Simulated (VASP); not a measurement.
# Ti2O (P-3m1) in VASP: further runs

Ti2O is run at these levels: PBEsol; tasks: single point, relaxation of shape and atoms at fixed volume.

Everything below comes from runs of VASP 6.6.1. Logs are shortened: lines on timing, memory, paths and dates and some standing lists are left out, and cuts for length are marked.

## 1. The cell of the first run

Symmetry: P-3m1, No. 164, trigonal system. Conventional cell: a = 3.055 Å, b = 3.055 Å, c = 4.855 Å, α = 90.00°, β = 90.00°, γ = 120.00°. Ti (site symmetry 3m) has 3 O at 2.16 Å and 12 Ti at 2.94 to 3.06 Å within 3.1 Å. Within 2.9 Å of O (site symmetry -3m) lie 6 Ti at 2.16 Å.

## 2. Single point, PBEsol (13.08 Å³/atom)

Input file INCAR:

```
SYSTEM = Ti2O
  ALGO = Normal
  EDIFF = 1E-6
  ENCUT = 520
  GGA = PS
  ISIF = 2
  ISMEAR = 0
  LASPH = .TRUE.
  LCHARG = .FALSE.
  LREAL = .FALSE.
  LWAVE = .FALSE.
  NBANDS = 22
  NELM = 80
  PREC = Accurate
  SIGMA = 0.1
```

Input file KPOINTS:

```
k-points
0
G
  18 18 10
  0 0 0
```

Input file POSCAR:

```
Ti2O
1.0
    3.0549857083      0.0000000000      0.0000000000
   -1.5274928542      2.6456952316      0.0000000000
    0.0000000000      0.0000000000      4.8548128273
Ti O
2 1
Direct
    0.6666666667      0.3333333333      0.2577400567
    0.3333333333      0.6666666667      0.7422599433
    0.0000000000      0.0000000000      0.0000000000
```

Potentials or basis: VASP PAW PBE potentials, release 64 (Ti_sv, O).

Command:

```bash
cat potpaw_PBE.64/Ti_sv/POTCAR potpaw_PBE.64/O/POTCAR > POTCAR
mpirun -np 1 vasp_std > vasp.out
```

OUTCAR:

```text
SYSTEM = Ti2O
   EDIFF = 1E-6
   ENCUT = 520
   GGA = PS
   ISIF = 2
   ISMEAR = 0
   LASPH = .TRUE.
   LREAL = .FALSE.
   NELM = 80
   PREC = Accurate

 ion  position               nearest neighbor table
   1  0.667  0.333  0.258-   3 2.16   3 2.16   3 2.16
   2  0.333  0.667  0.742-   3 2.16   3 2.16   3 2.16
   3  0.000  0.000  0.000-   1 2.16   2 2.16   1 2.16   2 2.16   1 2.16   2 2.16

  LATTYP: Found a hexagonal cell.
 ALAT       =     3.0549857083
 C/A-ratio  =     1.5891442026

  Lattice vectors:

 A1 = (   3.0549857083,   0.0000000000,   0.0000000000)
 A2 = (  -1.5274928542,   2.6456952316,   0.0000000000)
 A3 = (   0.0000000000,   0.0000000000,   4.8548128273)

Analysis of symmetry for initial positions (statically):
=====================================================================
 Subroutine PRICEL returns:
 Original cell was already a primitive cell.

 Routine SETGRP: Setting up the symmetry group for a
 hexagonal supercell.

 Subroutine GETGRP returns: Found 12 space group operations
 (whereof 12 operations were pure point group operations)
 out of a pool of 24 trial point group operations.

The static configuration has the point symmetry D_3d.

Analysis of symmetry for dynamics (positions and initial velocities):
=====================================================================
 Subroutine PRICEL returns:
 Original cell was already a primitive cell.

 Routine SETGRP: Setting up the symmetry group for a
 hexagonal supercell.

 Subroutine GETGRP returns: Found 12 space group operations
 (whereof 12 operations were pure point group operations)
 out of a pool of 24 trial point group operations.

The dynamic configuration has the point symmetry D_3d.

 Subroutine INISYM returns: Found 12 space group operations
 (whereof 12 operations are pure point group operations),
 and found     1 'primitive' translations

----------------------------------------------------------------------------------------

                                     Primitive cell

  volume of cell :      39.2393

  direct lattice vectors                    reciprocal lattice vectors
     3.054985708  0.000000000  0.000000000     0.327333774  0.188986242  0.000000000
    -1.527492854  2.645695232  0.000000000     0.000000000  0.377972485  0.000000000
     0.000000000  0.000000000  4.854812827     0.000000000  0.000000000  0.205981165

  length of vectors
     3.054985708  3.054985708  4.854812827     0.377972485  0.377972485  0.205981165

  position of ions in fractional coordinates (direct lattice)
     0.666666667  0.333333333  0.257740057
     0.333333333  0.666666667  0.742259943
     0.000000000  0.000000000  0.000000000

  ion indices of the primitive-cell ions
   primitive index   ion index
                 1           1
                 2           2
                 3           3

----------------------------------------------------------------------------------------

 KPOINTS: k-points

Automatic generation of k-mesh.
 Grid dimensions read from file:
 generate k-points for:   18   18   10

 Generating k-lattice:

  Cartesian coordinates                     Fractional coordinates (reciprocal lattice)
     0.018185210  0.010499236  0.000000000     0.055555556  0.000000000  0.000000000
     0.000000000  0.020998471  0.000000000     0.000000000  0.055555556  0.000000000
     0.000000000  0.000000000  0.020598116     0.000000000  0.000000000  0.100000000

  Length of vectors
     0.020998471  0.020998471  0.020598116

  Shift w.r.t. Gamma in fractional coordinates (k-lattice)
     0.000000000  0.000000000  0.000000000

 Subroutine IBZKPT returns following result:
 ===========================================

 Found    330 irreducible k-points:

 Following reciprocal coordinates:
            Coordinates               Weight
  0.000000  0.000000  0.000000      1.000000
  0.055556  0.000000  0.000000      6.000000
  0.111111  0.000000  0.000000      6.000000
  0.166667  0.000000  0.000000      6.000000
  0.222222  0.000000  0.000000      6.000000
  0.277778  0.000000  0.000000      6.000000
[... 16 lines left out ...]
  0.333333  0.111111  0.000000     12.000000
  0.388889  0.111111  0.000000     12.000000
 [... further k-points ...]
   k-points           NKPTS =    330   k-points in BZ     NKDIM =    330   number of bands    NBANDS=     22
   number of dos      NEDOS =    301   number of ions     NIONS =      3
   total plane-waves  NPLWV =  20736
   dimension x,y,z NGX =    24 NGY =   24 NGZ =   36
   dimension x,y,z NGXF=    48 NGYF=   48 NGZF=   72
   ions per type =               2   1
   NGX,Y,Z   is equivalent  to a cutoff of  13.06, 13.06, 12.33 a.u.
   NGXF,Y,Z  is equivalent  to a cutoff of  26.12, 26.12, 24.66 a.u.
 SYSTEM =  Ti2O
   PREC   = accura    normal or accurate (medium, high low for compatibility)
   ISTART =      0    job   : 0-new  1-cont  2-samecut
   ICHARG =      2    charge: 1-file 2-atom 10-const
   ISPIN  =      1    spin polarized calculation?
   LNONCOLLINEAR =      F non collinear calculations
   LSORBIT =      F    spin-orbit coupling
   LASPH  =      T    aspherical Exc in radial PAW
   ENCUT  =  520.0 eV  38.22 Ry    6.18 a.u.   5.68  5.68  9.03*2*pi/ulx,y,z
   NELM   =     80;   NELMIN=  2; NELMDL= -5     # of ELM steps
   EDIFF  = 0.1E-05   stopping-criterion for ELM
   LREAL  =      F    real-space projection
   EDIFFG = 0.1E-04   stopping-criterion for IOM
   NSW    =      0    number of steps for IOM
   IBRION =     -1    ionic relax: 0-MD 1-quasi-New 2-CG
   NFREE  =      0    steps in history (QN), initial steepest desc. (CG)
   ISIF   =      2    stress and relaxation
   ISYM   =      2    0-nonsym 1-usesym 2-fastsym
   POTIM  = 0.5000    time-step for ionic-motion
   TEBEG  =    0.0;   TEEND  =   0.0 temperature during run
   PSTRESS=    0.0 pullay stress
   NELECT =      30.0000    total number of electrons
   NUPDOWN=      -1.0000    fix difference up-down
   EMIN   =  10.00;   EMAX   =-10.00  energy-range for DOS
   EFERMI =   0.00;   METHOD = LEGACY
   ISMEAR =     0;   SIGMA  =   0.10  broadening in eV -4-tet -1-fermi 0-gaus
   EFERMI_NEDOS =   21; number of points for ismear=-14 and -15
   IALGO  =     38    algorithm
   IMIX   =      4    mixing-type and parameters
     AMIX     =   0.40;   BMIX     =  1.00
     AMIX_MAG =   1.60;   BMIX_MAG =  1.00
  volume/ion in A,a.u.               =      13.08        88.27
  Fermi-wavevector in a.u.,A,eV,Ry     =   1.496953  2.828830 30.488853  2.240867
  Thomas-Fermi vector in A             =   2.608903
   LORBIT       =      0    0 simple, 1 ext, 2 COOP (PROOUT), +10 PAW based schemes
   GGA     = PS    functional components
   LHFCALC =     F    Hartree Fock is set to
   AEXX    =    0.0000 exact exchange contribution
   IVDW    =     0    specifies the selected vdW correction
   LEPSILON=     F    determine dielectric tensor
   LRPA    =     F    only Hartree local field effects (RPA)
 non-spin polarized calculation
 Gauss-broadening in eV      SIGMA  =   0.10
  energy-cutoff  :      520.00
  volume of cell :       39.24
 maximum number of plane-waves:      1087
 NGX is ok and might be reduce to    24
   NGX = 11   NGY = 11   NGZ = 19

 number of electron      29.9999985 magnetization

 Free energy of the ion-electron system (eV)
  ---------------------------------------------------
  ext. energy  EPLUGINS =         0.00000000
  ---------------------------------------------------
  free energy    TOTEN  =       -27.43773736 eV

  energy without entropy =      -27.43189099  energy(sigma->0) =      -27.43481418

 E-fermi :   8.9255     XC(G=0): -12.0738

 val. band max:        8.9240917035   @ k =   0.0556   0.0000   0.4000
 cond. band min:       8.9291752304   @ k =   0.4444   0.1111   0.4000
 fundamental gap:      0.0050835269
 Fermi energy:         8.9255203492

 k-point     1 :       0.0000    0.0000    0.0000
  band No.  band energies     occupation
      1     -48.2098      2.00000
      2     -48.1180      2.00000
      3     -24.8493      2.00000
      4     -24.3791      2.00000
      5     -24.3791      2.00000
      6     -24.3127      2.00000
[... 14 lines left out ...]
     21      10.0334      0.00000
     22      12.5126      0.00000

 k-point     2 :       0.0556    0.0000    0.0000
  band No.  band energies     occupation
      1     -48.2077      2.00000
      2     -48.1172      2.00000
      3     -24.8430      2.00000
      4     -24.3906      2.00000
      5     -24.3832      2.00000
      6     -24.3245      2.00000
[... 14 lines left out ...]
     21      10.1791      0.00000
     22      12.2845      0.00000

 k-point     3 :       0.1111    0.0000    0.0000
  band No.  band energies     occupation
      1     -48.2016      2.00000
      2     -48.1148      2.00000
      3     -24.8245      2.00000
      4     -24.4237      2.00000
      5     -24.3944      2.00000
      6     -24.3577      2.00000
[... 14 lines left out ...]
     21      10.4339      0.00000
     22      11.9414      0.00000

 k-point     4 :       0.1667    0.0000    0.0000
  band No.  band energies     occupation
      1     -48.1922      2.00000
      2     -48.1114      2.00000
      3     -24.7955      2.00000
      4     -24.4753      2.00000
      5     -24.4108      2.00000
      6     -24.4064      2.00000
[... 14 lines left out ...]
     21      10.8180      0.00000
     22      11.6563      0.00000

 k-point     5 :       0.2222    0.0000    0.0000
  band No.  band energies     occupation
      1     -48.1802      2.00000
      2     -48.1075      2.00000
      3     -24.7582      2.00000
      4     -24.5396      2.00000
      5     -24.4629      2.00000
      6     -24.4300      2.00000
[... 417 lines left out ...]
 k-point    22 :       0.2778    0.1111    0.0000
  band No.  band energies     occupation
      1     -48.1500      2.00000
      2     -48.1007      2.00000
      3     -24.6949      2.00000
      4     -24.6328      2.00000
      5     -24.5866      2.00000
      6     -24.4721      2.00000
[... 14 lines left out ...]
     21      11.6005      0.00000
     22      12.0394      0.00000

 k-point    23 :       0.3333    0.1111    0.0000
  band No.  band energies     occupation
      1     -48.1386      2.00000
      2     -48.1000      2.00000
      3     -24.7346      2.00000
      4     -24.6137      2.00000
      5     -24.6003      2.00000
      6     -24.4960      2.00000
[... 14 lines left out ...]
     21      11.7132      0.00000
     22      11.9311      0.00000

 k-point    24 :       0.3889    0.1111    0.0000
  band No.  band energies     occupation
      1     -48.1302      2.00000
      2     -48.1004      2.00000
      3     -24.7657      2.00000
      4     -24.6312      2.00000
      5     -24.5668      2.00000
      6     -24.5118      2.00000
[... 14 lines left out ...]
     21      11.7288      0.00000
     22      11.8440      0.00000

 [... further k-points ...]
[... 5 lines left out ...]
  --------------------------------------------------------------------------------------
  -------------------------------------------------------------------------------------
  Total       -3.6433310     -3.6433310     -3.6667660      0.0000000      0.0000000      0.0000000
  in kB     -148.7605340   -148.7605341   -149.7174060      0.0000000      0.0000000      0.0000000
  external PRESSURE =    -149.0794914 kB  Pullay stress =       0.0000000 kB

 VOLUME and BASIS-vectors are now :
 -----------------------------------------------------------------------------
  energy-cutoff  :      520.00
  volume of cell :       39.24
      direct lattice vectors                 reciprocal lattice vectors
     3.054985708  0.000000000  0.000000000     0.327333774  0.188986242  0.000000000
    -1.527492854  2.645695232  0.000000000     0.000000000  0.377972485  0.000000000
     0.000000000  0.000000000  4.854812827     0.000000000  0.000000000  0.205981165

 POSITION                                       TOTAL-FORCE (eV/Angst)
 -----------------------------------------------------------------------------------
      1.52749      0.88190      1.25128        -0.000000      0.000000      0.031297
     -0.00000      1.76380      3.60353         0.000000     -0.000000     -0.031297
      0.00000      0.00000      0.00000         0.000000      0.000000     -0.000000
 -----------------------------------------------------------------------------------
    total drift:                                0.000000     -0.000000     -0.000000

  FREE ENERGIE OF THE ION-ELECTRON SYSTEM (eV)
  ---------------------------------------------------
  free  energy   TOTEN  =       -27.4377373576 eV

  energy  without entropy=      -27.4318909926  energy(sigma->0) =      -27.43481418
```

Run time: 6.1 min. Hardware: 1 thread of Intel Xeon 8259CL, shared host; peak memory 0.35 GiB.

What came out:

```yaml
Free_energy: -27.4377 eV
Pressure: -14.9 GPa
Largest_force: 0.031 eV/Å
Band_gap_on_the_k_mesh: zero (bands 15 and 16 overlap by 0.69 eV)
```

Forces in eV/Å, atoms in the order of the input:
```
Ti   0.000  0.000  0.031
Ti   0.000  0.000 -0.031
O    0.000  0.000  0.000
```

Caveat: the cell stands under tension; the PAW data sets were made with another functional, which shifts forces and pressure a little.

## 3. Relaxation of shape and atoms at fixed volume, PBEsol (10.46 Å³/atom)

This run uses another cell than the first one, of 10.46 Å³/atom.

Input file INCAR:

```
SYSTEM = Ti2O
PREC = Accurate
ENCUT = 600
EDIFF = 1E-6
ISMEAR = 0
SIGMA = 0.1
LREAL = .False.
LASPH = .True.
NELM = 60
ALGO = Normal
ISIF = 4
LWAVE = .False.
LCHARG = .False.
GGA = PS
IBRION = 2
NSW = 50
EDIFFG = -0.01
```

Input file KPOINTS:

```
regular mesh
0
Gamma
  18 18 10
  0 0 0
```

Input file POSCAR:

```
Ti2O
1.0
    2.8236399202      0.0000000000      0.0000000000
   -1.4118199601      2.4453439020      0.0000000000
    0.0000000000      0.0000000000      4.5463431984
Ti O
2 1
Direct
    0.6666666667      0.3333333333      0.2664514268
    0.3333333333      0.6666666667      0.7335485732
    0.0000000000      0.0000000000      0.0000000000
```

Potentials or basis: VASP PAW PBE potentials, release 64 (Ti_sv, O).

Command:

```bash
cat potpaw_PBE.64/Ti_sv/POTCAR potpaw_PBE.64/O/POTCAR > POTCAR
mpirun -np 1 vasp_std > vasp.out
```

It took 12 min on 1 thread of Intel Xeon 8259CL, shared host; peak memory 0.34 GiB.

It converged, with:

```
Free energy               : -27.2095 eV
Energy gained by relaxing : 0.7 meV/atom
Ionic steps               : 4
Pressure after relaxing   : 33.1 GPa
Band gap on the k mesh    : zero (bands 15 and 16 overlap by 0.84 eV)
```

Stress tensor (GPa, compression positive):
```
33.07  0.00  0.00
 0.00 33.07  0.00
 0.00  0.00 33.20
```

Step by step:
```
step  energy change (eV)  largest force (eV/Å)  pressure (GPa)  volume (Å³)
   1              0.0000                0.1965           33.51        31.39
   2             -0.0016                0.0355           33.13        31.39
   3             -0.0016                0.0055           33.16        31.39
   4             -0.0020                0.0005           33.12        31.39
```

Final structure:
```
Ti O
1.0
     2.81940    0.00000    0.00000
    -1.40970    2.44167    0.00000
     0.00000    0.00000    4.56003
Ti O
2 1
Direct
  0.66667 0.33333 0.26855
  0.33333 0.66667 0.73145
  0.00000 0.00000 0.00000
```

Levels at points of the mesh, in eV from the Fermi level:
```
           k point  band 12  band 13  band 14  band 15  band 16  band 17  band 18  band 19
(0.00, 0.00, 0.00)    -6.65    -3.50    -0.12     0.21     0.63     0.63     1.30     1.34
(0.50, 0.00, 0.00)    -7.14    -3.19    -1.35    -0.29     1.44     2.15     3.47     3.57
(0.00, 0.00, 0.50)    -6.75    -1.96    -1.51     0.11     0.11     1.54     2.38     2.38
(0.50, 0.00, 0.50)    -7.02    -1.86    -1.32    -0.50    -0.34     1.18     3.32     3.58
```

Caveat: the PAW data sets were made with another functional, which shifts forces and pressure a little.

(Part 1 of 2 ends here.)
